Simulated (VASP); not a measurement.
# Ca (P6_3/mmc) in VASP: relaxation of cell and atoms with r2SCAN

Aim: the relaxation of cell and atoms of Ca with r2SCAN.

All numbers are computed with VASP 6.6.1; they aren't measurements. Logs are shortened: lines on timing, memory, paths and dates and some standing lists are left out, and cuts for length are marked.

## Step 1: The cell of the first run

Symmetry: P6_3/mmc, No. 194, hexagonal system. The conventional cell has a = 3.403 Å, b = 3.403 Å, c = 6.660 Å, α = 90.00°, β = 90.00°, γ = 120.00°. Ca (site symmetry -6m2) has 12 Ca at 3.40 to 3.87 Å within 4.5 Å.

This isn't the form of Ca at room conditions, which is fcc.

## Step 2: Relaxation of cell and atoms, r2SCAN

POSCAR reads:

```
Ca
1.0
    3.4025214120      0.0000000000      0.0000000000
   -1.7012607060      2.9466699798      0.0000000000
    0.0000000000      0.0000000000      6.6596694235
Ca
2
Direct
    0.3333333333      0.6666666667      0.2500000000
    0.6666666667      0.3333333333      0.7500000000
```

INCAR.step1 reads:

```
  PREC = Accurate
  ENCUT = 600
  ISMEAR = 0
  SIGMA = 0.1
  LREAL = False
  LASPH = True
  NELM = 80
  GGA = PE
  ALGO = Normal
  EDIFF = 1E-4
  LWAVE = True
  LCHARG = False
```

INCAR.step2 reads:

```
  PREC = Accurate
  ENCUT = 600
  EDIFF = 1E-7
  ISMEAR = 0
  SIGMA = 0.1
  LREAL = False
  LASPH = True
  NELM = 80
  ALGO = Normal
  ISIF = 3
  LWAVE = False
  LCHARG = False
  METAGGA = R2SCAN
  LMIXTAU = True
  IBRION = 2
  NSW = 80
  EDIFFG = -0.01
  ISTART = 1
```

KPOINTS reads:

```
Automatic mesh
0
Gamma
  12 12 6
```

Potentials or basis: VASP PAW PBE potentials, release 64 (Ca_sv).

The run is started by

```
$ cat potpaw_PBE.64/Ca_sv/POTCAR > POTCAR
$ cp INCAR.step1 INCAR
$ mpirun -np 1 vasp_std > vasp.out
$ cp INCAR.step2 INCAR
$ mpirun -np 1 vasp_std > vasp.out
```

OUTCAR:

```text
PREC = Accurate
   ENCUT = 600
   EDIFF = 1E-7
   ISMEAR = 0
   LREAL = False
   LASPH = True
   NELM = 80
   ISIF = 3
   METAGGA = R2SCAN
   IBRION = 2
   NSW = 80
   EDIFFG = -0.01
   ISTART = 1

 ion  position               nearest neighbor table
   1  0.333  0.667  0.250-
   2  0.667  0.333  0.750-

  LATTYP: Found a hexagonal cell.
 ALAT       =     3.4025214120
 C/A-ratio  =     1.9572748022

  Lattice vectors:

 A1 = (   3.4025214120,   0.0000000000,   0.0000000000)
 A2 = (  -1.7012607060,   2.9466699798,   0.0000000000)
 A3 = (   0.0000000000,   0.0000000000,   6.6596694235)

Analysis of symmetry for initial positions (statically):
=====================================================================
 Subroutine PRICEL returns:
 Original cell was already a primitive cell.

 Routine SETGRP: Setting up the symmetry group for a
 hexagonal supercell.

 Subroutine GETGRP returns: Found 24 space group operations
 (whereof 12 operations were pure point group operations)
 out of a pool of 24 trial point group operations.

The static configuration has the point symmetry D_3d.
 The point group associated with its full space group is D_6h.

Analysis of symmetry for dynamics (positions and initial velocities):
=====================================================================
 Subroutine PRICEL returns:
 Original cell was already a primitive cell.

 Routine SETGRP: Setting up the symmetry group for a
 hexagonal supercell.

 Subroutine GETGRP returns: Found 24 space group operations
 (whereof 12 operations were pure point group operations)
 out of a pool of 24 trial point group operations.

The dynamic configuration has the point symmetry D_3d.
 The point group associated with its full space group is D_6h.

 Subroutine INISYM returns: Found 24 space group operations
 (whereof 12 operations are pure point group operations),
 and found     1 'primitive' translations

----------------------------------------------------------------------------------------

                                     Primitive cell

  volume of cell :      66.7706

  direct lattice vectors                    reciprocal lattice vectors
     3.402521412  0.000000000  0.000000000     0.293899693  0.169683067  0.000000000
[... 113 lines left out ...]
   AEXX    =    0.0000 exact exchange contribution
   IVDW    =     0    specifies the selected vdW correction
   LEPSILON=     F    determine dielectric tensor
   LRPA    =     F    only Hartree local field effects (RPA)
 conjugate gradient relaxation of ions
 non-spin polarized calculation
 Gauss-broadening in eV      SIGMA  =   0.10
  energy-cutoff  :      600.00
  volume of cell :       66.77
 maximum number of plane-waves:      2244
 NGX is ok and might be reduce to    28
   NGX = 13   NGY = 13   NGZ = 27

--------------------------------------- Ionic step        1  -------------------------------------------

 number of electron      20.0000000 magnetization

 Free energy of the ion-electron system (eV)
  ---------------------------------------------------
  ext. energy  EPLUGINS =         0.00000000
  ---------------------------------------------------
  free energy    TOTEN  =       -13.43628167 eV

  energy without entropy =      -13.42860368  energy(sigma->0) =      -13.43244267

------------------------ aborting loop because EDIFF is reached ----------------------------------------

  FORCE on cell =-STRESS in cart. coord.  units (eV):
  Direction    XX          YY          ZZ          XY          YZ          ZX
  --------------------------------------------------------------------------------------
  -------------------------------------------------------------------------------------
  Total        4.5723937      4.5723937     -0.4672213      0.0000000     -0.0000000      0.0000000
  in kB      109.7157968    109.7157968    -11.2110984      0.0000000     -0.0000000      0.0000000
  external PRESSURE =      69.4068317 kB  Pullay stress =       0.0000000 kB
[... 89 lines left out ...]
  FREE ENERGIE OF THE ION-ELECTRON SYSTEM (eV)
  ---------------------------------------------------
  free  energy   TOTEN  =       -14.0470620103 eV

  energy  without entropy=      -14.0343690574  energy(sigma->0) =      -14.04071553

[... ionic steps 4 to 7 ...]

--------------------------------------- Ionic step        8  -------------------------------------------

 number of electron      19.9999995 magnetization

------------------------ aborting loop because EDIFF is reached ----------------------------------------
[... 67 lines left out ...]
--------------------------------------- Ionic step       10  -------------------------------------------

 number of electron      19.9999995 magnetization

 Free energy of the ion-electron system (eV)
  ---------------------------------------------------
  ext. energy  EPLUGINS =         0.00000000
  ---------------------------------------------------
  free energy    TOTEN  =       -14.05262318 eV

  energy without entropy =      -14.04055463  energy(sigma->0) =      -14.04658890

 E-fermi :   1.9462     XC(G=0):  -8.1157

 val. band max:        1.9433900745   @ k =   0.4167   0.0833   0.3333
 cond. band min:       1.9631477670   @ k =   0.1667   0.1667   0.0000
 fundamental gap:      0.0197576925
 Fermi energy:         1.9461763818

 k-point     1 :       0.0000    0.0000    0.0000
  band No.  band energies     occupation
      1     -41.9749      2.00000
      2     -41.9628      2.00000
      3     -22.1304      2.00000
      4     -22.0264      2.00000
      5     -22.0264      2.00000
      6     -22.0090      2.00000
      7     -22.0090      2.00000
      8     -22.0016      2.00000
      9      -2.3657      2.00000
     10       0.9116      2.00000
     11       1.5362      2.00000
     12       4.4892      0.00000
     13       4.5088      0.00000
     14       4.5088      0.00000
[... 377 lines left out ...]
      1     -41.9655      2.00000
      2     -41.9595      2.00000
      3     -22.1107      2.00000
      4     -22.0906      2.00000
      5     -22.0767      2.00000
      6     -22.0473      2.00000
      7     -22.0244      2.00000
      8     -22.0202      2.00000
      9      -0.6324      2.00000
     10       1.4289      2.00000
     11       2.4325      0.00000
     12       2.7019      0.00000
     13       3.8268      0.00000
     14       3.9380      0.00000

 [... further k-points ...]
[... 5 lines left out ...]
  --------------------------------------------------------------------------------------
  -------------------------------------------------------------------------------------
  Total       -0.0111042     -0.0111042     -0.0060967      0.0000000      0.0000000      0.0000000
  in kB       -0.2040286     -0.2040286     -0.1120212      0.0000000      0.0000000      0.0000000
  external PRESSURE =      -0.1733594 kB  Pullay stress =       0.0000000 kB
[... 17 lines left out ...]
  FREE ENERGIE OF THE ION-ELECTRON SYSTEM (eV)
  ---------------------------------------------------
  free  energy   TOTEN  =       -14.0526231752 eV

  energy  without entropy=      -14.0405546270  energy(sigma->0) =      -14.04658890

 reached required accuracy - stopping structural energy minimisation
```

It took 49 min on 1 thread of Intel Xeon 8259CL, shared host; peak memory 0.27 GiB.

What came out:

| Property | Result |
| --- | --- |
| Free energy | -14.0526 eV |
| Relaxed volume | 43.60 Å³/atom |
| Relaxed cell | a = 3.944 Å, b = 3.944 Å, c = 6.474 Å, α = 90.00°, β = 90.00°, γ = 120.00° |
| Space group after relaxing (to 0.1 Å) | P6_3/mmc (No. 194) |
| Energy gained by relaxing | 308.2 meV/atom |
| Ionic steps | 10 |
| Pressure after relaxing | 0.0 GPa |
| Band gap on the k mesh | zero (bands 10 and 11 overlap by 0.71 eV) |

Step by step:
```csv
step,energy change (eV),largest force (eV/Å),pressure (GPa),volume (Å³)
1,0.0000,0.0000,6.94,66.77
2,-0.5698,0.0000,1.26,81.38
3,-0.6108,0.0000,0.17,86.10
4,-0.6145,0.0000,-0.19,87.96
5,-0.6144,0.0000,-0.27,88.41
6,-0.6161,0.0000,-0.11,87.64
7,-0.6163,0.0000,-0.02,87.25
8,-0.6163,0.0000,-0.03,87.31
9,-0.6163,0.0000,-0.04,87.33
10,-0.6163,0.0000,-0.02,87.20
```

Final structure:
```xyz
2
Lattice="3.9438 0.0000 0.0000 -1.9719 3.4154 0.0000 0.0000 0.0000 6.4736" Properties=species:S:1:pos:R:3 pbc="T T T"
Ca    0.0000    2.2770    1.6184
Ca    1.9719    1.1385    4.8552
```

Caveat: the volume moved by over 15 % at a fixed basis, so the end points are rough; the PAW data sets were made with another functional, which shifts forces and pressure a little. Zero-point motion and thermal expansion aren't in these numbers.
